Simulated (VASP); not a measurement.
Wanted: the native input for a VASP 6.6.1 run.

* Task: single point
* Functional: PBE
* Potentials or basis: VASP PAW PBE potentials, release 64 (Ni)
* Cutoff: 520 eV
* k mesh: 14 × 14 × 14
* Occupations: fermi-dirac, width 0.1 eV
* Spin: collinear spin, ferromagnetic start
* Starting moments: [1.17] μB
* Fixed moment: 1.17 μB
* Dipole correction: no
* Further INCAR settings: ALGO = Normal; EDIFF = 1e-07; NBANDS = 15

The structure of Ni lies in POSCAR:

```
Ni
1.0
    0.0000000000      1.7597000000      1.7597000000
    1.7597000000      0.0000000000      1.7597000000
    1.7597000000      1.7597000000      0.0000000000
Ni
1
Direct
    0.0000000000      0.0000000000      0.0000000000
```

One way to write it, as run:

INCAR

```
PREC = Accurate
ENCUT = 520
EDIFF = 1E-7
ISMEAR = -1
SIGMA = 0.1
LREAL = False
LASPH = True
NELM = 150
ALGO = Normal
ISIF = 2
LWAVE = False
LCHARG = False
ISPIN = 2
MAGMOM = 1.17
LORBIT = 11
NUPDOWN = 1.17
LMAXMIX = 4
GGA = PE
NBANDS = 15
```

KPOINTS

```
regular mesh
0
Gamma
  14 14 14
```

Potentials or basis: VASP PAW PBE potentials, release 64 (Ni).

Launch:

```bash
$ cat potpaw_PBE.64/Ni/POTCAR > POTCAR
$ mpirun -np 1 vasp_std > vasp.out
```

Results of the run:

```yaml
Pressure: 5.8 GPa
Net_moment: 1.17 μB per cell
Site_moments: Ni +1.15 μB
Valence_electrons_inside_the_program's_atomic_spheres: Ni 9.29
```

Caveat: the total moment is fixed, so each spin has its own Fermi level.

Run time: 42 s on 1 thread of Intel Xeon 6975P-C, with other jobs on the host, peak memory 0.15 GiB.
